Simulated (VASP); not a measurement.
# SiO2 (P4_2/mnm) in VASP: a series of runs

Runs on SiO2. Level: PBE. Tasks: single point.

All numbers are computed with VASP 6.6.1; they aren't measurements. Logs are shortened: lines on timing, memory, paths and dates and some standing lists are left out, and cuts for length are marked.

### Step 1. The cell of the first run

Symmetry: P4_2/mnm, No. 136, tetragonal system. Conventional cell: a = 4.172 Å, b = 4.172 Å, c = 2.448 Å, α = 90.00°, β = 90.00°, γ = 90.00°. Si (site symmetry mmm) has 6 O at 1.67 to 1.81 Å within 2.2 Å. Within 2.3 Å of O (site symmetry m2m) lie 3 Si at 1.67 to 1.81 Å and 1 O at 2.28 Å.

### Step 2. Single point, PBE

INCAR

```
SYSTEM = SiO2
PREC = Accurate
ENCUT = 520
EDIFF = 1E-6
ISMEAR = 0
SIGMA = 0.05
LREAL = .False.
LASPH = .True.
NELM = 80
ALGO = Normal
ISIF = 2
LWAVE = .False.
LCHARG = .False.
GGA = PE
NBANDS = 25
```

KPOINTS

```
regular mesh
0
Gamma
  6 6 8
  0 0 0
```

POSCAR

```
SiO2
1.0
    4.1723000000      0.0000000000      0.0000000000
    0.0000000000      4.1723000000      0.0000000000
    0.0000000000      0.0000000000      2.4477000000
Si O
2 4
Direct
    0.5000000000      0.5000000000      0.5000000000
    0.0000000000      0.0000000000      0.0000000000
    0.6930127928      0.6930127928      0.0000000000
    0.1930127928      0.8069872072      0.5000000000
    0.3069872072      0.3069872072      0.0000000000
    0.8069872072      0.1930127928      0.5000000000
```

Potentials or basis: VASP PAW PBE potentials, release 64 (Si, O).

Command:

```
> cat potpaw_PBE.64/Si/POTCAR potpaw_PBE.64/O/POTCAR > POTCAR
> mpirun -np 1 vasp_std > vasp.out
```

OUTCAR:

```text
SYSTEM = SiO2
   PREC = Accurate
   ENCUT = 520
   EDIFF = 1E-6
   ISMEAR = 0
   LREAL = .False.
   LASPH = .True.
   NELM = 80
   ISIF = 2
   GGA = PE

 ion  position               nearest neighbor table
   1  0.500  0.500  0.500-   3 1.67   5 1.67   3 1.67   5 1.67   4 1.81   6 1.81
   2  0.000  0.000  0.000-   4 1.67   6 1.67   4 1.67   6 1.67   5 1.81   3 1.81
   3  0.693  0.693  0.000-   1 1.67   1 1.67   2 1.81
   4  0.193  0.807  0.500-   2 1.67   2 1.67   1 1.81
   5  0.307  0.307  0.000-   1 1.67   1 1.67   2 1.81
   6  0.807  0.193  0.500-   2 1.67   2 1.67   1 1.81

  LATTYP: Found a simple tetragonal cell.
 ALAT       =     4.1723000000
 C/A-ratio  =     0.5866548427

  Lattice vectors:

 A1 = (   4.1723000000,   0.0000000000,   0.0000000000)
 A2 = (   0.0000000000,   4.1723000000,   0.0000000000)
 A3 = (   0.0000000000,   0.0000000000,   2.4477000000)

Analysis of symmetry for initial positions (statically):
=====================================================================
 Subroutine PRICEL returns:
 Original cell was already a primitive cell.

 Routine SETGRP: Setting up the symmetry group for a
 simple tetragonal supercell.

 Subroutine GETGRP returns: Found 16 space group operations
 (whereof  8 operations were pure point group operations)
 out of a pool of 16 trial point group operations.

The static configuration has the point symmetry D_2h.
 The point group associated with its full space group is D_4h.

Analysis of symmetry for dynamics (positions and initial velocities):
=====================================================================
 Subroutine PRICEL returns:
 Original cell was already a primitive cell.

 Routine SETGRP: Setting up the symmetry group for a
 simple tetragonal supercell.

 Subroutine GETGRP returns: Found 16 space group operations
 (whereof  8 operations were pure point group operations)
 out of a pool of 16 trial point group operations.

The dynamic configuration has the point symmetry D_2h.
 The point group associated with its full space group is D_4h.

 Subroutine INISYM returns: Found 16 space group operations
 (whereof  8 operations are pure point group operations),
 and found     1 'primitive' translations

----------------------------------------------------------------------------------------

                                     Primitive cell

  volume of cell :      42.6098

  direct lattice vectors                    reciprocal lattice vectors
     4.172300000  0.000000000  0.000000000     0.239675958  0.000000000  0.000000000
     0.000000000  4.172300000  0.000000000     0.000000000  0.239675958  0.000000000
     0.000000000  0.000000000  2.447700000     0.000000000  0.000000000  0.408546799

  length of vectors
     4.172300000  4.172300000  2.447700000     0.239675958  0.239675958  0.408546799

  position of ions in fractional coordinates (direct lattice)
     0.500000000  0.500000000  0.500000000
     0.000000000  0.000000000  0.000000000
     0.693012793  0.693012793  0.000000000
     0.193012793  0.806987207  0.500000000
     0.306987207  0.306987207  0.000000000
     0.806987207  0.193012793  0.500000000

  ion indices of the primitive-cell ions
   primitive index   ion index
                 1           1
                 2           2
                 3           3
                 4           4
                 5           5
                 6           6

----------------------------------------------------------------------------------------

 KPOINTS: regular mesh

Automatic generation of k-mesh.
 Grid dimensions read from file:
 generate k-points for:    6    6    8

 Generating k-lattice:

  Cartesian coordinates                     Fractional coordinates (reciprocal lattice)
     0.039945993  0.000000000  0.000000000     0.166666667  0.000000000  0.000000000
     0.000000000  0.039945993  0.000000000     0.000000000  0.166666667  0.000000000
     0.000000000  0.000000000  0.051068350     0.000000000  0.000000000  0.125000000

  Length of vectors
     0.039945993  0.039945993  0.051068350

  Shift w.r.t. Gamma in fractional coordinates (k-lattice)
     0.000000000  0.000000000  0.000000000

 Subroutine IBZKPT returns following result:
 ===========================================

 Found     50 irreducible k-points:

 Following reciprocal coordinates:
            Coordinates               Weight
  0.000000  0.000000  0.000000      1.000000
  0.166667  0.000000  0.000000      4.000000
  0.333333  0.000000  0.000000      4.000000
  0.500000  0.000000  0.000000      2.000000
  0.166667  0.166667  0.000000      4.000000
  0.333333  0.166667  0.000000      8.000000
[... 16 lines left out ...]
  0.333333  0.000000  0.250000      8.000000
  0.500000  0.000000  0.250000      4.000000
 [... further k-points ...]
   k-points           NKPTS =     50   k-points in BZ     NKDIM =     50   number of bands    NBANDS=     25
   number of dos      NEDOS =    301   number of ions     NIONS =      6
   total plane-waves  NPLWV =  18432
   dimension x,y,z NGX =    32 NGY =   32 NGZ =   18
   dimension x,y,z NGXF=    64 NGYF=   64 NGZF=   36
   ions per type =               2   4
   NGX,Y,Z   is equivalent  to a cutoff of  12.75, 12.75, 12.23 a.u.
   NGXF,Y,Z  is equivalent  to a cutoff of  25.50, 25.50, 24.45 a.u.
 SYSTEM =  SiO2
   PREC   = accura    normal or accurate (medium, high low for compatibility)
   ISTART =      0    job   : 0-new  1-cont  2-samecut
   ICHARG =      2    charge: 1-file 2-atom 10-const
   ISPIN  =      1    spin polarized calculation?
   LNONCOLLINEAR =      F non collinear calculations
   LSORBIT =      F    spin-orbit coupling
   LASPH  =      T    aspherical Exc in radial PAW
   ENCUT  =  520.0 eV  38.22 Ry    6.18 a.u.   7.76  7.76  4.55*2*pi/ulx,y,z
   NELM   =     80;   NELMIN=  2; NELMDL= -5     # of ELM steps
   EDIFF  = 0.1E-05   stopping-criterion for ELM
   LREAL  =      F    real-space projection
   EDIFFG = 0.1E-04   stopping-criterion for IOM
   NSW    =      0    number of steps for IOM
   IBRION =     -1    ionic relax: 0-MD 1-quasi-New 2-CG
   NFREE  =      0    steps in history (QN), initial steepest desc. (CG)
   ISIF   =      2    stress and relaxation
   ISYM   =      2    0-nonsym 1-usesym 2-fastsym
   POTIM  = 0.5000    time-step for ionic-motion
   TEBEG  =    0.0;   TEEND  =   0.0 temperature during run
   PSTRESS=    0.0 pullay stress
   NELECT =      32.0000    total number of electrons
   NUPDOWN=      -1.0000    fix difference up-down
   EMIN   =  10.00;   EMAX   =-10.00  energy-range for DOS
   EFERMI =   0.00;   METHOD = LEGACY
   ISMEAR =     0;   SIGMA  =   0.05  broadening in eV -4-tet -1-fermi 0-gaus
   EFERMI_NEDOS =   21; number of points for ismear=-14 and -15
   IALGO  =     38    algorithm
   IMIX   =      4    mixing-type and parameters
     AMIX     =   0.40;   BMIX     =  1.00
     AMIX_MAG =   1.60;   BMIX_MAG =  1.00
  volume/ion in A,a.u.               =       7.10        47.92
  Fermi-wavevector in a.u.,A,eV,Ry     =   1.488064  2.812034 30.127868  2.214336
  Thomas-Fermi vector in A             =   2.601146
   LORBIT       =      0    0 simple, 1 ext, 2 COOP (PROOUT), +10 PAW based schemes
   GGA     = PE    functional components
   LHFCALC =     F    Hartree Fock is set to
   AEXX    =    0.0000 exact exchange contribution
   IVDW    =     0    specifies the selected vdW correction
   LEPSILON=     F    determine dielectric tensor
   LRPA    =     F    only Hartree local field effects (RPA)
 non-spin polarized calculation
 Gauss-broadening in eV      SIGMA  =   0.05
  energy-cutoff  :      520.00
  volume of cell :       42.61
 maximum number of plane-waves:      1172
 NGX is ok and might be reduce to    32

 number of electron      31.9999975 magnetization

 Free energy of the ion-electron system (eV)
  ---------------------------------------------------
  ext. energy  EPLUGINS =         0.00000000
  ---------------------------------------------------
  free energy    TOTEN  =       -44.99906345 eV

  energy without entropy =      -44.99906345  energy(sigma->0) =      -44.99906345

 E-fermi :   9.5716     XC(G=0): -12.6992

 val. band max:        9.2718618014   @ k =   0.0000   0.0000   0.0000
 cond. band min:      16.7864068784   @ k =   0.0000   0.0000   0.0000
 fundamental gap:      7.5145450771
 Fermi energy:         9.5716270250

 k-point     1 :       0.0000    0.0000    0.0000
  band No.  band energies     occupation
      1     -14.2527      2.00000
      2     -10.3427      2.00000
      3     -10.3427      2.00000
      4     -10.3323      2.00000
      5      -1.9899      2.00000
      6       2.0106      2.00000
[... 17 lines left out ...]
     24      24.2171      0.00000
     25      25.9896      0.00000

 k-point     2 :       0.1667    0.0000    0.0000
  band No.  band energies     occupation
      1     -14.1044      2.00000
      2     -11.1725      2.00000
      3     -10.2648      2.00000
      4      -9.8023      2.00000
      5      -1.8778      2.00000
      6       1.2783      2.00000
[... 17 lines left out ...]
     24      23.9577      0.00000
     25      25.7261      0.00000

 k-point     3 :       0.3333    0.0000    0.0000
  band No.  band energies     occupation
      1     -13.6698      2.00000
      2     -12.1125      2.00000
      3     -10.0573      2.00000
      4      -9.6569      2.00000
      5      -1.5008      2.00000
      6       0.1597      2.00000
[... 17 lines left out ...]
     24      24.5545      0.00000
     25      25.1652      0.00000

 k-point     4 :       0.5000    0.0000    0.0000
  band No.  band energies     occupation
      1     -12.9835      2.00000
      2     -12.9835      2.00000
      3      -9.8040      2.00000
      4      -9.8040      2.00000
      5      -0.8110      2.00000
      6      -0.8110      2.00000
[... 17 lines left out ...]
     24      24.7223      0.00000
     25      25.3984      0.00000

 k-point     5 :       0.1667    0.1667    0.0000
  band No.  band energies     occupation
      1     -13.9600      2.00000
      2     -11.3925      2.00000
      3     -10.4407      2.00000
      4      -9.6634      2.00000
      5      -1.7167      2.00000
      6       1.3488      2.00000
[... 17 lines left out ...]
     24      24.1713      0.00000
     25      25.6893      0.00000

 k-point     6 :       0.3333    0.1667    0.0000
  band No.  band energies     occupation
      1     -13.5393      2.00000
      2     -12.0909      2.00000
      3     -10.3280      2.00000
      4      -9.7250      2.00000
      5      -1.2318      2.00000
      6       0.5071      2.00000
[... 17 lines left out ...]
     24      24.7855      0.00000
     25      24.9823      0.00000
[... 393 lines left out ...]
 k-point    21 :       0.0000    0.0000    0.2500
  band No.  band energies     occupation
      1     -13.2503      2.00000
      2     -10.0469      2.00000
      3      -9.7679      2.00000
      4      -9.7679      2.00000
      5      -1.5296      2.00000
      6       2.2585      2.00000
[... 17 lines left out ...]
     24      24.4508      0.00000
     25      24.5648      0.00000

 k-point    22 :       0.1667    0.0000    0.2500
  band No.  band energies     occupation
      1     -13.1145      2.00000
      2     -10.5776      2.00000
      3      -9.7151      2.00000
      4      -9.4872      2.00000
      5      -1.2962      2.00000
      6       1.6817      2.00000
[... 17 lines left out ...]
     24      24.4015      0.00000
     25      24.5710      0.00000

 k-point    23 :       0.3333    0.0000    0.2500
  band No.  band energies     occupation
      1     -12.7197      2.00000
      2     -11.3507      2.00000
      3      -9.5798      2.00000
      4      -9.3628      2.00000
      5      -0.7083      2.00000
      6       0.8186      2.00000
[... 17 lines left out ...]
     24      24.1105      0.00000
     25      24.3098      0.00000

 k-point    24 :       0.5000    0.0000    0.2500
  band No.  band energies     occupation
      1     -12.1062      2.00000
      2     -12.1062      2.00000
      3      -9.4288      2.00000
      4      -9.4288      2.00000
      5       0.0209      2.00000
      6       0.0209      2.00000
[... 17 lines left out ...]
     24      23.8401      0.00000
     25      24.5494      0.00000

 [... further k-points ...]

------------------------ aborting loop because EDIFF is reached ----------------------------------------

  FORCE on cell =-STRESS in cart. coord.  units (eV):
  Direction    XX          YY          ZZ          XY          YZ          ZX
  --------------------------------------------------------------------------------------
  -------------------------------------------------------------------------------------
  Total        9.1391248      9.1391248     26.1941310      0.0000000      0.0000000      0.0000000
  in kB      343.6417707    343.6417707    984.9299285      0.0000000      0.0000000      0.0000000
  external PRESSURE =     557.4044900 kB  Pullay stress =       0.0000000 kB

 VOLUME and BASIS-vectors are now :
 -----------------------------------------------------------------------------
  energy-cutoff  :      520.00
  volume of cell :       42.61
      direct lattice vectors                 reciprocal lattice vectors
     4.172300000  0.000000000  0.000000000     0.239675958  0.000000000  0.000000000
     0.000000000  4.172300000  0.000000000     0.000000000  0.239675958  0.000000000
     0.000000000  0.000000000  2.447700000     0.000000000  0.000000000  0.408546799

 POSITION                                       TOTAL-FORCE (eV/Angst)
 -----------------------------------------------------------------------------------
      2.08615      2.08615      1.22385        -0.000000     -0.000000      0.000000
      0.00000      0.00000      0.00000        -0.000000     -0.000000      0.000000
      2.89146      2.89146      0.00000         0.624071      0.624071      0.000000
      0.80531      3.36699      1.22385         0.624071     -0.624071     -0.000000
      1.28084      1.28084      0.00000        -0.624071     -0.624071     -0.000000
      3.36699      0.80531      1.22385        -0.624071      0.624071      0.000000
 -----------------------------------------------------------------------------------
    total drift:                                0.000000      0.000000     -0.000000

  FREE ENERGIE OF THE ION-ELECTRON SYSTEM (eV)
  ---------------------------------------------------
  free  energy   TOTEN  =       -44.9990634548 eV

  energy  without entropy=      -44.9990634548  energy(sigma->0) =      -44.99906345
```

Wall time 33 s (1 thread of Intel Xeon 8259CL, shared host); peak memory 0.17 GiB.

What came out:

| Property | Result |
| --- | --- |
| Free energy | -44.9991 eV |
| Pressure | 55.7 GPa |
| Largest force | 0.883 eV/Å |
| Band gap on the k mesh | 7.51 eV |

Forces in eV/Å, atoms in the order of the input:
```
Si   0.000  0.000  0.000
Si   0.000  0.000  0.000
O    0.624  0.624  0.000
O    0.624 -0.624  0.000
O   -0.624 -0.624  0.000
O   -0.624  0.624  0.000
```

Caveat: the cell stands under pressure. A k mesh can miss the band edges.

### Step 3. Single point, PBE

This run uses another cell than the first one, of the same volume but with other edges.

INCAR

```
SYSTEM = SiO2
PREC = Accurate ; ENCUT = 520
EDIFF = 1E-6 ; ISMEAR = 0
SIGMA = 0.05 ; LREAL = .False.
LASPH = .True. ; NELM = 80
ALGO = Normal ; ISIF = 2
LWAVE = .False. ; LCHARG = .True.
GGA = PE ; LELF = .True.
LVHAR = .True. ; NBANDS = 25
```

KPOINTS

```
Automatic mesh
0
Gamma
  6 6 8
  0 0 0
```

Edit POSCAR of step 2 so:

```diff
@@ -2,5 +2,5 @@
 1.0
-    4.1723000000      0.0000000000      0.0000000000
-    0.0000000000      4.1723000000      0.0000000000
-    0.0000000000      0.0000000000      2.4477000000
+    4.1088000000      0.0000000000      0.0000000000
+    0.0000000000      4.1088000000      0.0000000000
+    0.0000000000      0.0000000000      2.5284000000
 Si O
```

Potentials or basis: VASP PAW PBE potentials, release 64 (Si, O).

Command:

```
> cat potpaw_PBE.64/Si/POTCAR potpaw_PBE.64/O/POTCAR > POTCAR
> mpirun -np 1 vasp_std > vasp.out
```

It took 42 s on 1 thread of Intel Xeon 8259CL, shared host; peak memory 0.17 GiB.

Results (log left out):

```yaml
Free_energy: -45.4273 eV
Pressure: 50.3 GPa
Largest_force: 0.968 eV/Å
Band_gap_on_the_k_mesh: 7.42 eV
```

Forces on the atoms (eV/Å):
```
Si   0.000  0.000  0.000
Si   0.000  0.000  0.000
O    0.684  0.684  0.000
O    0.684 -0.684  0.000
O   -0.684 -0.684  0.000
O   -0.684  0.684  0.000
```

Stress tensor (GPa, compression positive):
```
39.73  0.00  0.00
 0.00 39.73  0.00
 0.00  0.00 71.32
```

Levels at points of the mesh, in eV from the valence-band top:
```csv
k point,band 14,band 15,band 16,band 17,band 18,band 19
"(0.00, 0.00, 0.00)",-0.94,-0.94,0.00,7.42,7.64,9.88
"(0.50, 0.00, 0.00)",-2.69,-1.21,-1.21,9.31,9.31,10.32
"(0.50, 0.50, 0.00)",-2.70,-2.68,-2.68,8.84,8.84,11.32
"(0.00, 0.00, 0.50)",-3.33,-3.01,-3.01,10.27,10.27,13.41
"(0.50, 0.00, 0.50)",-2.55,-1.96,-1.96,9.67,9.67,10.55
"(0.50, 0.50, 0.50)",-2.03,-1.73,-1.73,8.27,8.27,11.54
```

Caveat: the cell stands under pressure. A k mesh can miss the band edges.

### Step 4. Single point, PBE

This run uses another cell than the first one, of 7.18 Å³/atom.

INCAR

```
  PREC = Accurate
  ENCUT = 520
  EDIFF = 1E-6
  ISMEAR = 0
  SIGMA = 0.05
  LREAL = F
  LASPH = T
  NELM = 100
  ALGO = Normal
  ISIF = 2
  LWAVE = F
  LCHARG = F
  GGA = PE
  NBANDS = 25
```

KPOINTS

```
regular mesh
0
Gamma
  6 6 8
```

Edit POSCAR of step 3 so:

```diff
@@ -2,5 +2,5 @@
 1.0
-    4.1088000000      0.0000000000      0.0000000000
-    0.0000000000      4.1088000000      0.0000000000
-    0.0000000000      0.0000000000      2.5284000000
+    4.2676000000      0.0000000000      0.0000000000
+    0.0000000000      4.2676000000      0.0000000000
+    0.0000000000      0.0000000000      2.3670000000
 Si O
```

Command:

```
> cat potpaw_PBE.64/Si/POTCAR potpaw_PBE.64/O/POTCAR > POTCAR
> mpirun -np 1 vasp_std > vasp.out
```

Wall time 37 s (1 thread of Intel Xeon 8259CL, shared host); peak memory 0.17 GiB.

The run converged. Its results:

| Property | Result |
| --- | --- |
| Free energy | -44.3418 eV |
| Pressure | 56.9 GPa |
| Largest force | 0.538 eV/Å |
| Band gap on the k mesh | 7.14 eV |

Forces in eV/Å, atoms in the order of the input:
```
Si   0.000  0.000  0.000
Si   0.000  0.000  0.000
O    0.381  0.381  0.000
O    0.381 -0.381  0.000
O   -0.381 -0.381  0.000
O   -0.381  0.381  0.000
```

Stress tensor (GPa, compression positive):
```
 22.55   0.00   0.00
  0.00  22.55   0.00
  0.00   0.00 125.48
```

Levels at points of the mesh, in eV from the valence-band top:
```csv
k point,band 12,band 13,band 14,band 15,band 16,band 17,band 18,band 19,band 20,band 21
"(0.00, 0.00, 0.00)",-2.08,-1.43,-0.96,-0.96,0.00,7.14,9.75,11.06,11.06,11.54
"(0.50, 0.00, 0.00)",-2.90,-1.71,-1.71,-1.25,-1.25,9.37,9.37,11.25,11.25,12.22
"(0.50, 0.50, 0.00)",-2.53,-2.37,-2.37,-2.15,-2.15,9.59,9.59,11.56,11.56,13.52
"(0.00, 0.00, 0.50)",-4.78,-2.72,-2.72,-2.68,-2.68,10.09,10.09,12.62,12.62,13.16
"(0.50, 0.00, 0.50)",-4.07,-2.47,-2.47,-1.67,-1.67,9.50,9.50,9.74,9.74,12.74
"(0.50, 0.50, 0.50)",-4.71,-2.00,-2.00,-1.46,-1.46,7.88,7.88,11.36,11.36,11.64
```

Caveat: the cell stands under pressure. A k mesh can miss the band edges.

(Part 1 of 2 ends here.)
